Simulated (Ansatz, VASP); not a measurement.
## NiO in VASP and in Ansatz

INCAR

```
SYSTEM = NiO
ALGO     = Normal         ! electronic algorithm
EDIFF    = 1E-7           ! SCF threshold, eV
ENCUT    = 520            ! plane-wave cutoff, eV
GGA      = PE             ! functional
ISIF     = 2              ! what is computed and relaxed
ISMEAR   = 0              ! smearing method
ISPIN    = 2              ! spin polarisation
LASPH    = .True.         ! aspherical terms in the spheres
LCHARG   = .False.        ! write CHGCAR
LDAU     = .True.         ! DFT+U
LDAUJ    = 0 0          
LDAUL    = 2 -1           ! shell
LDAUPRINT= 1            
LDAUTYPE = 2            
LDAUU    = 6.2 0          ! U, eV
LMAXMIX  = 4              ! l up to which the mixer works
LORBIT   = 11             ! projections on sites
LREAL    = .False.        ! projectors in reciprocal space
LWAVE    = .False.        ! write WAVECAR
MAGMOM   = 1.89 0         ! initial moments
NBANDS   = 19             ! bands
NELM     = 150            ! most SCF steps
PREC     = Accurate       ! precision mode
SIGMA    = 0.05           ! smearing width, eV
```

File KPOINTS:

```
k-points
0
Gamma
  6 6 6
  0 0 0
```

POSCAR

```
NiO
1.0
    0.0000000000      2.3247345634      2.3247345634
    2.3247345634      0.0000000000      2.3247345634
    2.3247345634      2.3247345634      0.0000000000
Ni O
1 1
Direct
    0.0000000000      0.0000000000      0.0000000000
    0.2500000000      0.2500000000      0.2500000000
```

Input for Ansatz:

```yaml
crystal:
  lattice:
    - [0.0, 2.3247345634, 2.3247345634]
    - [2.3247345634, 0.0, 2.3247345634]
    - [2.3247345634, 2.3247345634, 0.0]
  atoms:
    - { symbol: Ni, position: [0.0, 0.0, 0.0], spin: 1.89 }
    - { symbol: O, position: [0.25, 0.25, 0.25] }
basis:
  ecutwfc: 420
  ecutrho_ratio: 4
kpoints:
  mp_grid: { grid: [6, 6, 6] }
hamiltonian:
  xc: pbe
  hubbard: { sites: [{ species: Ni, l: d, u_eff: 6.2 }] }
scf:
  occupations: { method: gaussian, width: 0.05 }
output:
  forces: true
  stress: true
  eigenvalues: true
  populations: true
  hubbard: { sites: [{ species: Ni, l: d }] }
magnetization:
  spin_polarized: true
```

Alike in both runs: task single point; functional PBE; k mesh 6 × 6 × 6; occupations gaussian, width 0.05 eV; collinear spin; Hubbard terms Ni d U = 6.2 eV.

```csv
,VASP,Ansatz
version,VASP 6.6.1,Ansatz 0.2.0
potentials or method,"VASP PAW PBE potentials, release 64 (Ni, O), cutoff 520 eV","scalar-relativistic, plane waves, PAW"
valence electrons in the cell,16,24
```

```tsv
	VASP	Ansatz	Ansatz less VASP
pressure (GPa)	-15.5	0.0	+15.50
net moment per atom (μB)	1.00	1.00	0.000
size of the moment on the site where the two differ most (μB)	0.30	0.11	-0.186
```

Site moments also hang on the region over which each program counts them. The programs project onto different local orbitals, so the same U acts differently, and such runs can settle in different states. VASP's potentials hold 16 valence electrons a cell and Ansatz's 24, so a difference there can come from the potentials and not from the codes.

The k mesh is coarse, so the values compare programs but aren't converged.
